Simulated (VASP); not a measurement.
Set up this calculation in VASP 6.6.1, as the native input.

- Task: single point
- Functional: PBE
- Potentials or basis: VASP PAW PBE potentials, release 64 (Rh_pv)
- Cutoff: 520 eV
- k mesh: 23 × 23 × 23
- Occupations: fermi-dirac, width 0.05 eV
- Spin: collinear spin, ferromagnetic start
- Starting moments: [1.0] μB
- Dipole correction: no
- Further INCAR settings: ALGO = Normal; EDIFF = 1e-06; NBANDS = 18

The structure of Rh lies in POSCAR:

```
Rh
1.0
    0.0000000000      1.8353264106      1.8353264106
    1.8353264106      0.0000000000      1.8353264106
    1.8353264106      1.8353264106      0.0000000000
Rh
1
Direct
    0.0000000000      0.0000000000      0.0000000000
```

One way to write it, as run:

INCAR

```
PREC = Accurate
ENCUT = 520
EDIFF = 1E-6
ISMEAR = -1
SIGMA = 0.05
LREAL = F
LASPH = T
NELM = 150
ALGO = Normal
ISIF = 2
LWAVE = F
LCHARG = F
ISPIN = 2
MAGMOM = 1
LORBIT = 11
LMAXMIX = 4
GGA = PE
NBANDS = 18
```

KPOINTS

```
regular mesh
0
Gamma
  23 23 23
```

Potentials or basis: VASP PAW PBE potentials, release 64 (Rh_pv).

Launch:

```sh
$ cat potpaw_PBE.64/Rh_pv/POTCAR > POTCAR
$ mpirun -np 1 vasp_std > vasp.out
```

It gave:

```
Pressure                                              : 45.6 GPa
Net moment                                            : 0.00 μB per cell
Valence electrons inside the program's atomic spheres : Rh 14.01
```

Caveat: the cell stands under pressure.

It took 3.1 min on 1 thread of Intel Xeon 8259CL, on a shared host, peak memory 0.23 GiB.
